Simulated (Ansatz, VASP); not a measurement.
# One calculation of PbF2, two programs

```
Pb F
1.0
     2.97662    2.97662    0.00000
    -2.97662    2.97662    0.00000
     0.00000    2.97662    2.97662
Pb F
1 2
Cartesian
  0.0000 0.0000 0.0000
  -1.4883 4.4649 1.4883
  1.4883 4.4649 1.4883
```

Alike in both runs: task single point; functional PBEsol; k mesh 8 × 8 × 8; no spin polarisation.

|  | VASP | Ansatz |
| --- | --- | --- |
| version | VASP 6.6.1 | Ansatz 0.2.0 |
| potentials or method | VASP PAW PBE potentials, release 64 (Pb_d, F), cutoff 520 eV | all-electron LAPW, scalar-relativistic |
| occupations | gaussian, width 0.01 eV | fixed |

VASP gave:

```
gap on the k mesh at the Fermi level (eV) : 4.31
pressure (GPa)                            : -2.2
```

Task: What did Ansatz give for the same quantities?

Result: gap on the k mesh at the Fermi level (eV): 4.30; pressure (GPa): -2.0.

VASP's potentials were made for PBE, not for PBEsol. Ansatz ran all-electron here, and VASP with PAW potentials.

Spin-orbit coupling is off throughout.
